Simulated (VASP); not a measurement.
A run of VASP 6.6.1 is set up as follows.

Contents of INCAR:

```
SYSTEM = NaLiCl2
PREC = Accurate
ENCUT = 600
EDIFF = 1E-6
ISMEAR = 0
SIGMA = 0.01
LREAL = .FALSE.
LASPH = .TRUE.
NELM = 80
ALGO = Normal
ISIF = 3
LWAVE = .FALSE.
LCHARG = .FALSE.
IBRION = 2
NSW = 80
EDIFFG = -0.001
```

KPOINTS

```
Automatic mesh
0
G
  9 9 9
  0 0 0
```

POSCAR

```
NaLiCl2
1.0
    1.8368492290      1.0605053968      6.0845663382
   -1.8368492290      1.0605053968      6.0845663382
    0.0000000000     -2.1210107937      6.0845663382
Na Li Cl
1 1 2
Direct
    0.0000000000      0.0000000000      0.0000000000
    0.5000000000      0.5000000000      0.5000000000
    0.7576189065      0.7576189065      0.7576189065
    0.2423810935      0.2423810935      0.2423810935
```

Potentials or basis: VASP PAW LDA potentials, release 64 (Na_pv, Li_sv, Cl).

Run with:

```sh
$ cat potpaw_LDA.64/Na_pv/POTCAR potpaw_LDA.64/Li_sv/POTCAR potpaw_LDA.64/Cl/POTCAR > POTCAR
$ mpirun -np 1 vasp_std > vasp.out
```

Problem. Predict the relaxed cell.

Solution. a = 6.446 Å, b = 6.446 Å, c = 6.446 Å, α = 33.11°, β = 33.11°, γ = 33.11°.

Problem. What does it give for the space group after relaxing (to 0.1 Å)?

Solution. R-3m (No. 166).

Problem. Estimate the band gap on the k mesh.

Solution. 5.61 eV.

Problem. Predict the relaxed volume.

Solution. 17.79 Å³/atom.

Final structure:
```yaml
crystal:
  lattice:
    - [1.83689, 1.06053, 6.08710]
    - [-1.83689, 1.06053, 6.08710]
    - [0.00000, -2.12105, 6.08710]
  atoms:
    - { symbol: Na, position: [0.00000, 0.00000, 0.00000] }
    - { symbol: Li, position: [0.50000, 0.50000, 0.50000] }
    - { symbol: Cl, position: [0.75763, 0.75763, 0.75763] }
    - { symbol: Cl, position: [0.24237, 0.24237, 0.24237] }
```

Caveat: the cutoff is under 1.25 times the usual one of these potentials, so pressure, stress and relaxed cells hold a basis-set (Pulay) error. A k mesh can miss the band edges.
